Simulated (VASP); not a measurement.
Wanted: the native input for a VASP 6.6.1 run.

| Property | Result |
| --- | --- |
| Task | single point |
| Functional | PBEsol |
| Potentials or basis | VASP PAW PBE potentials, release 64 (C) |
| Cutoff | 520 eV |
| k mesh | 20 × 20 × 20 |
| Occupations | fermi-dirac, width 0.1 eV |
| Spin | no spin polarisation |
| Dipole correction | no |
| Further INCAR settings | ALGO = Normal; EDIFF = 1e-06; NBANDS = 11 |

The structure of C lies in POSCAR:

```
C
1.0
    0.0000000000      1.5312927413      1.5312927413
    1.5312927413      0.0000000000      1.5312927413
    1.5312927413      1.5312927413      0.0000000000
C
2
Direct
   -0.1250000000     -0.1250000000     -0.1250000000
    0.1250000000      0.1250000000      0.1250000000
```

One way to write it, as run:

INCAR

```
SYSTEM = C
PREC     = Accurate       ! precision mode
ENCUT    = 520            ! plane-wave cutoff, eV
EDIFF    = 1E-6           ! SCF threshold, eV
ISMEAR   = -1             ! smearing method
SIGMA    = 0.1            ! smearing width, eV
LREAL    = .False.        ! projectors in reciprocal space
LASPH    = .True.         ! aspherical terms in the spheres
NELM     = 60             ! most SCF steps
ALGO     = Normal         ! electronic algorithm
ISIF     = 2              ! what is computed and relaxed
LWAVE    = .False.        ! write WAVECAR
LCHARG   = .False.        ! write CHGCAR
GGA      = PS             ! functional
NBANDS   = 11             ! bands
```

KPOINTS

```
Automatic mesh
0
Gamma
  20 20 20
  0 0 0
```

Potentials or basis: VASP PAW PBE potentials, release 64 (C).

The run is started by

```console
$ cat potpaw_PBE.64/C/POTCAR > POTCAR
$ mpirun -np 1 vasp_std > vasp.out
```

It gave:

```
Pressure               : 446.0 GPa
Band gap on the k mesh : 5.19 eV (least direct gap 6.82 eV)
```

Caveat: the cell stands under pressure; the PAW data sets were made with another functional, which shifts forces and pressure a little.

It took 11 s on 1 thread of Intel(R) Xeon(R) Platinum 8259CL CPU @ 2.50GHz (Skylake/Cascade Lake) (shared host), peak memory 0.12 GiB.
